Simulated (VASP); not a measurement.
## Au: relaxation of cell and atoms with PBE

Au:

```
Au
1.0
     2.65000    0.00000    0.00000
     0.00000    2.65000    0.00000
     0.00000    0.00000    2.65000
Au
1
Direct
  0.00000 0.00000 0.00000
```

This isn't the form of Au at room conditions, which is fcc.

- Program: VASP 6.6.1
- Task: relaxation of cell and atoms
- Functional: PBE
- Potentials or basis: VASP PAW PBE potentials, release 64 (Au)
- Cutoff: 600 eV
- k mesh: 17 × 17 × 17
- Occupations: methfessel-paxton, width 0.05 eV
- Spin: no spin polarisation
- Dipole correction: no
- Further INCAR settings: ALGO = Normal; EDIFF = 1e-06; IBRION = 2; EDIFFG = -0.01; NSW = 80; ISIF = 3

```json
{
  "Relaxed volume": "20.74 Å³/atom",
  "Relaxed cell": "a = 2.747 Å, b = 2.747 Å, c = 2.747 Å, α = 90.00°, β = 90.00°, γ = 90.00°",
  "Space group after relaxing (to 0.1 Å)": "Pm-3m (No. 221)",
  "Energy gained by relaxing": "92.7 meV/atom",
  "Ionic steps": "4",
  "Pressure after relaxing": "-0.1 GPa",
  "Band gap on the k mesh": "zero (an odd number of electrons rules out a gap without spin polarisation)"
}
```

Step by step:
| step | energy change (eV) | largest force (eV/Å) | pressure (GPa) | volume (Å³) |
| --- | --- | --- | --- | --- |
| 1 | 0.0000 | 0.0000 | 15.74 | 18.61 |
| 2 | 0.0298 | 0.0000 | -10.06 | 23.98 |
| 3 | -0.0926 | 0.0000 | -0.36 | 20.80 |
| 4 | -0.0927 | 0.0000 | -0.07 | 20.74 |

Final structure:
```
Au
1.0
     2.74750    0.00000    0.00000
     0.00000    2.74750    0.00000
     0.00000    0.00000    2.74750
Au
1
Direct
  0.00000 0.00000 0.00000
```

Levels at points of the mesh, in eV from the Fermi level:
```
           k point  band 4  band 5  band 6  band 7  band 8  band 9
(0.00, 0.00, 0.00)   -1.41   -1.41   -1.41   13.88   13.88   13.88
```

Wall time 2.2 min on 1 thread of AMD EPYC 7R13 (shared host), peak memory 0.15 GiB.

Caveat: spin-orbit coupling is left out, which moves the levels of the heavy elements.
